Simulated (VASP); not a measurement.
# Ru (P4/mmm) in VASP: single point with PBEsol

Aim: the single point of Ru with PBEsol.

All numbers are computed with VASP 6.6.1; they aren't measurements. Logs are shortened: lines on timing, memory, paths and dates and some standing lists are left out, and cuts for length are marked.

## (1) The cell of the first run

It takes space group P4/mmm (No. 123, tetragonal). The conventional cell has a = 3.053 Å, b = 3.053 Å, c = 3.389 Å, α = 90.00°, β = 90.00°, γ = 90.00°. Within 4.0 Å of Ru (site symmetry 4/mmm) lie 6 Ru at 3.05 to 3.39 Å.

## (2) Single point, PBEsol

File INCAR:

```
SYSTEM = Ru
ALGO = Normal ; EDIFF = 1E-6
ENCUT = 520 ; GGA = PS
ISIF = 2 ; ISMEAR = 1
LASPH = .TRUE. ; LCHARG = .FALSE.
LREAL = .FALSE. ; LWAVE = .FALSE.
NBANDS = 13 ; NELM = 60
PREC = Accurate ; SIGMA = 0.15
```

File KPOINTS:

```
k-points
0
G
  9 9 9
  0 0 0
```

File POSCAR:

```
Ru
1.0
    3.0530000000      0.0000000000      0.0000000000
    0.0000000000      3.0530000000      0.0000000000
    0.0000000000      0.0000000000      3.3890000000
Ru
1
Direct
    0.0000000000      0.0000000000      0.0000000000
```

Potentials or basis: VASP PAW PBE potentials, release 64 (Ru_pv).

Run with:

```
$ cat potpaw_PBE.64/Ru_pv/POTCAR > POTCAR
$ mpirun -np 1 vasp_std > vasp.out
```

OUTCAR:

```text
SYSTEM = Ru
   EDIFF = 1E-6
   ENCUT = 520
   GGA = PS
   ISIF = 2
   ISMEAR = 1
   LASPH = .TRUE.
   LREAL = .FALSE.
   NELM = 60
   PREC = Accurate

 ion  position               nearest neighbor table
   1  0.000  0.000  0.000-

  LATTYP: Found a simple tetragonal cell.
 ALAT       =     3.0530000000
 C/A-ratio  =     1.1100556829

  Lattice vectors:

 A1 = (   3.0530000000,   0.0000000000,   0.0000000000)
 A2 = (   0.0000000000,   3.0530000000,   0.0000000000)
 A3 = (   0.0000000000,   0.0000000000,   3.3890000000)

Analysis of symmetry for initial positions (statically):
=====================================================================
 Subroutine PRICEL returns:
 Original cell was already a primitive cell.

 Routine SETGRP: Setting up the symmetry group for a
 simple tetragonal supercell.

 Subroutine GETGRP returns: Found 16 space group operations
 (whereof 16 operations were pure point group operations)
 out of a pool of 16 trial point group operations.

The static configuration has the point symmetry D_4h.

Analysis of symmetry for dynamics (positions and initial velocities):
=====================================================================
 Subroutine PRICEL returns:
 Original cell was already a primitive cell.

 Routine SETGRP: Setting up the symmetry group for a
 simple tetragonal supercell.

 Subroutine GETGRP returns: Found 16 space group operations
 (whereof 16 operations were pure point group operations)
 out of a pool of 16 trial point group operations.

The dynamic configuration has the point symmetry D_4h.

 Subroutine INISYM returns: Found 16 space group operations
 (whereof 16 operations are pure point group operations),
 and found     1 'primitive' translations

----------------------------------------------------------------------------------------

                                     Primitive cell

  volume of cell :      31.5882

  direct lattice vectors                    reciprocal lattice vectors
     3.053000000  0.000000000  0.000000000     0.327546675  0.000000000  0.000000000
     0.000000000  3.053000000  0.000000000     0.000000000  0.327546675  0.000000000
     0.000000000  0.000000000  3.389000000     0.000000000  0.000000000  0.295072293

  length of vectors
     3.053000000  3.053000000  3.389000000     0.327546675  0.327546675  0.295072293

  position of ions in fractional coordinates (direct lattice)
     0.000000000  0.000000000  0.000000000

  ion indices of the primitive-cell ions
   primitive index   ion index
                 1           1

----------------------------------------------------------------------------------------

 KPOINTS: k-points

Automatic generation of k-mesh.
 Grid dimensions read from file:
 generate k-points for:    9    9    9

 Generating k-lattice:

  Cartesian coordinates                     Fractional coordinates (reciprocal lattice)
     0.036394075  0.000000000  0.000000000     0.111111111  0.000000000  0.000000000
     0.000000000  0.036394075  0.000000000     0.000000000  0.111111111  0.000000000
     0.000000000  0.000000000  0.032785810     0.000000000  0.000000000  0.111111111

  Length of vectors
     0.036394075  0.036394075  0.032785810

  Shift w.r.t. Gamma in fractional coordinates (k-lattice)
     0.000000000  0.000000000  0.000000000

 Subroutine IBZKPT returns following result:
 ===========================================

 Found     75 irreducible k-points:

 Following reciprocal coordinates:
            Coordinates               Weight
  0.000000  0.000000  0.000000      1.000000
  0.111111  0.000000  0.000000      4.000000
  0.222222  0.000000  0.000000      4.000000
  0.333333  0.000000  0.000000      4.000000
  0.444444  0.000000  0.000000      4.000000
  0.111111  0.111111  0.000000      4.000000
[... 16 lines left out ...]
  0.333333  0.111111  0.111111     16.000000
  0.444444  0.111111  0.111111     16.000000
 [... further k-points ...]
   k-points           NKPTS =     75   k-points in BZ     NKDIM =     75   number of bands    NBANDS=     13
   number of dos      NEDOS =    301   number of ions     NIONS =      1
   total plane-waves  NPLWV =  16128
   dimension x,y,z NGX =    24 NGY =   24 NGZ =   28
   dimension x,y,z NGXF=    48 NGYF=   48 NGZF=   56
   ions per type =               1
   NGX,Y,Z   is equivalent  to a cutoff of  13.07, 13.07, 13.74 a.u.
   NGXF,Y,Z  is equivalent  to a cutoff of  26.14, 26.14, 27.47 a.u.
 SYSTEM =  Ru
   PREC   = accura    normal or accurate (medium, high low for compatibility)
   ISTART =      0    job   : 0-new  1-cont  2-samecut
   ICHARG =      2    charge: 1-file 2-atom 10-const
   ISPIN  =      1    spin polarized calculation?
   LNONCOLLINEAR =      F non collinear calculations
   LSORBIT =      F    spin-orbit coupling
   LASPH  =      T    aspherical Exc in radial PAW
   ENCUT  =  520.0 eV  38.22 Ry    6.18 a.u.   5.68  5.68  6.30*2*pi/ulx,y,z
   NELM   =     60;   NELMIN=  2; NELMDL= -5     # of ELM steps
   EDIFF  = 0.1E-05   stopping-criterion for ELM
   LREAL  =      F    real-space projection
   EDIFFG = 0.1E-04   stopping-criterion for IOM
   NSW    =      0    number of steps for IOM
   IBRION =     -1    ionic relax: 0-MD 1-quasi-New 2-CG
   NFREE  =      0    steps in history (QN), initial steepest desc. (CG)
   ISIF   =      2    stress and relaxation
   ISYM   =      2    0-nonsym 1-usesym 2-fastsym
   POTIM  = 0.5000    time-step for ionic-motion
   TEBEG  =    0.0;   TEEND  =   0.0 temperature during run
   PSTRESS=    0.0 pullay stress
   NELECT =      14.0000    total number of electrons
   NUPDOWN=      -1.0000    fix difference up-down
   EMIN   =  10.00;   EMAX   =-10.00  energy-range for DOS
   EFERMI =   0.00;   METHOD = LEGACY
   ISMEAR =     1;   SIGMA  =   0.15  broadening in eV -4-tet -1-fermi 0-gaus
   EFERMI_NEDOS =   21; number of points for ismear=-14 and -15
   IALGO  =     38    algorithm
   IMIX   =      4    mixing-type and parameters
     AMIX     =   0.40;   BMIX     =  1.00
     AMIX_MAG =   1.60;   BMIX_MAG =  1.00
  volume/ion in A,a.u.               =      31.59       213.17
  Fermi-wavevector in a.u.,A,eV,Ry     =   1.248176  2.358710 21.197102  1.557943
  Thomas-Fermi vector in A             =   2.382274
   LORBIT       =      0    0 simple, 1 ext, 2 COOP (PROOUT), +10 PAW based schemes
   GGA     = PS    functional components
   LHFCALC =     F    Hartree Fock is set to
   AEXX    =    0.0000 exact exchange contribution
   IVDW    =     0    specifies the selected vdW correction
   LEPSILON=     F    determine dielectric tensor
   LRPA    =     F    only Hartree local field effects (RPA)
 non-spin polarized calculation
 Methfessel and Paxton  Order N= 1 SIGMA  =   0.15
  energy-cutoff  :      520.00
  volume of cell :       31.59
 maximum number of plane-waves:       864
 NGX is ok and might be reduce to    24
   NGX = 11   NGY = 11   NGZ = 13

 number of electron      14.0000008 magnetization

 Free energy of the ion-electron system (eV)
  ---------------------------------------------------
  ext. energy  EPLUGINS =         0.00000000
  ---------------------------------------------------
  free energy    TOTEN  =        -5.82463171 eV

  energy without entropy =       -5.82434958  energy(sigma->0) =       -5.82453767

 E-fermi :   2.4282     XC(G=0):  -9.5321

 val. band max:        2.4200948305   @ k =   0.4444   0.2222   0.1111
 cond. band min:       2.4380829903   @ k =   0.2222   0.2222   0.0000
 fundamental gap:      0.0179881598
 Fermi energy:         2.4282231862

 k-point     1 :       0.0000    0.0000    0.0000
  band No.  band energies     occupation
      1     -39.5104      2.00000
      2     -39.5104      2.00000
      3     -39.4891      2.00000
      4      -1.3661      2.00000
      5       0.2003      2.00000
      6       0.5458      2.00000
      7       2.8312     -0.00097
      8       2.8312     -0.00097
      9       3.0446     -0.00000
     10      12.1720      0.00000
     11      14.3297      0.00000
     12      15.2353      0.00000
     13      15.2353      0.00000

 k-point     2 :       0.1111    0.0000    0.0000
  band No.  band energies     occupation
      1     -39.5272      2.00000
      2     -39.5091      2.00000
      3     -39.4877      2.00000
      4      -1.1336      2.00000
      5       0.3210      2.00000
      6       0.6186      2.00000
      7       2.6745     -0.04228
      8       2.8433     -0.00065
      9       2.9196     -0.00004
     10      12.5356      0.00000
     11      13.4491      0.00000
     12      14.3312      0.00000
     13      15.5884      0.00000

 k-point     3 :       0.2222    0.0000    0.0000
  band No.  band energies     occupation
      1     -39.5697      2.00000
      2     -39.5057      2.00000
      3     -39.4841      2.00000
      4      -0.5490      2.00000
      5       0.5789      2.00000
      6       0.9736      2.00000
      7       2.3105      1.97201
      8       2.6216     -0.06974
      9       2.8742     -0.00022
     10      10.7755      0.00000
     11      13.5050      0.00000
     12      14.3307      0.00000
     13      16.4636      0.00000
[... 305 lines left out ...]
 k-point    23 :       0.3333    0.1111    0.1111
  band No.  band energies     occupation
      1     -39.6156      2.00000
      2     -39.5181      2.00000
      3     -39.4834      2.00000
      4       0.3811      2.00000
      5       0.9821      2.00000
      6       1.5915      2.00000
      7       1.9583      2.00009
      8       2.5914     -0.06403
      9       2.7243     -0.01737
     10       8.6778      0.00000
     11      13.3927      0.00000
     12      14.3310      0.00000
     13      15.7590      0.00000

 k-point    24 :       0.4444    0.1111    0.1111
  band No.  band energies     occupation
      1     -39.6467      2.00000
      2     -39.5156      2.00000
      3     -39.4807      2.00000
      4       0.6640      2.00000
      5       1.1681      2.00000
      6       1.4708      2.00000
      7       1.7837      2.00000
      8       2.7417     -0.01183
      9       3.9071     -0.00000
     10       6.4985      0.00000
     11      14.3289      0.00000
     12      14.6515      0.00000
     13      16.0084      0.00000

 [... further k-points ...]

------------------------ aborting loop because EDIFF is reached ----------------------------------------

  FORCE on cell =-STRESS in cart. coord.  units (eV):
  Direction    XX          YY          ZZ          XY          YZ          ZX
  --------------------------------------------------------------------------------------
  -------------------------------------------------------------------------------------
  Total       -6.3580854     -6.3580854     -4.5118327      0.0000000     -0.0000000     -0.0000000
  in kB     -322.4866642   -322.4866642   -228.8434030      0.0000000     -0.0000000     -0.0000000
  external PRESSURE =    -291.2722438 kB  Pullay stress =       0.0000000 kB

 VOLUME and BASIS-vectors are now :
 -----------------------------------------------------------------------------
  energy-cutoff  :      520.00
  volume of cell :       31.59
      direct lattice vectors                 reciprocal lattice vectors
     3.053000000  0.000000000  0.000000000     0.327546675  0.000000000  0.000000000
     0.000000000  3.053000000  0.000000000     0.000000000  0.327546675  0.000000000
     0.000000000  0.000000000  3.389000000     0.000000000  0.000000000  0.295072293

 POSITION                                       TOTAL-FORCE (eV/Angst)
 -----------------------------------------------------------------------------------
      0.00000      0.00000      0.00000         0.000000      0.000000      0.000000
 -----------------------------------------------------------------------------------
    total drift:                                0.000000     -0.000000     -0.000000

  FREE ENERGIE OF THE ION-ELECTRON SYSTEM (eV)
  ---------------------------------------------------
  free  energy   TOTEN  =        -5.8246317112 eV

  energy  without entropy=       -5.8243495758  energy(sigma->0) =       -5.82453767
```

Run time: 13 s. Hardware: 1 thread of Intel Xeon Platinum 8259CL at 2.50GHz (Skylake/Cascade Lake), shared host; peak memory 0.16 GiB.

Results:

```
Free energy            : -5.8246 eV
Pressure               : -29.1 GPa
Band gap on the k mesh : zero (band 7 reaches 3.24 eV, above the bottom of band 8 at 2.15 eV)
```

Caveat: the PAW data sets were made with another functional, which shifts forces and pressure a little.
